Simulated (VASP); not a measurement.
## TlCl: single point with PBE

TlCl:

```
Tl Cl
1.0
     3.79363    0.00000    0.00000
     0.00000    3.79363    0.00000
     0.00000    0.00000    3.79363
Tl Cl
1 1
Direct
  0.00000 0.00000 0.00000
  0.50000 0.50000 0.50000
```

| Property | Result |
| --- | --- |
| Program | VASP 6.6.1 |
| Task | single point |
| Functional | PBE |
| Potentials or basis | VASP PAW PBE potentials, release 64 (Tl_d, Cl) |
| Cutoff | 500 eV |
| k mesh | 4 × 4 × 4 |
| Occupations | fermi-dirac, width 0.2 eV |
| Spin | no spin polarisation |

| Property | Result |
| --- | --- |
| Pressure | 2.3 GPa |
| Band gap on the k mesh | 2.00 eV, direct |

Levels at points of the mesh, in eV from the valence-band top:
| k point | band 7 | band 8 | band 9 | band 10 | band 11 | band 12 | band 13 | band 14 |
| --- | --- | --- | --- | --- | --- | --- | --- | --- |
| (0.00, 0.00, 0.00) | -4.64 | -1.68 | -1.68 | -1.68 | 7.75 | 7.75 | 7.93 | 7.93 |
| (0.50, 0.00, 0.00) | -5.65 | -1.22 | -1.22 | 0.00 | 2.00 | 6.56 | 6.56 | 8.66 |
| (0.50, 0.50, 0.00) | -3.43 | -3.22 | -3.22 | -1.18 | 4.91 | 4.91 | 8.42 | 8.60 |
| (0.50, 0.50, 0.50) | -2.18 | -2.18 | -2.18 | -2.14 | 2.41 | 2.41 | 2.41 | 13.02 |

Run time: 4 s on 1 thread of Intel(R) Xeon(R) 6975P-C (Granite Rapids) (shared host), peak memory 0.15 GiB.

Caveat: spin-orbit coupling is left out, which moves the levels of the heavy elements. PBE gaps usually lie below the measured ones, often by a third to a half.
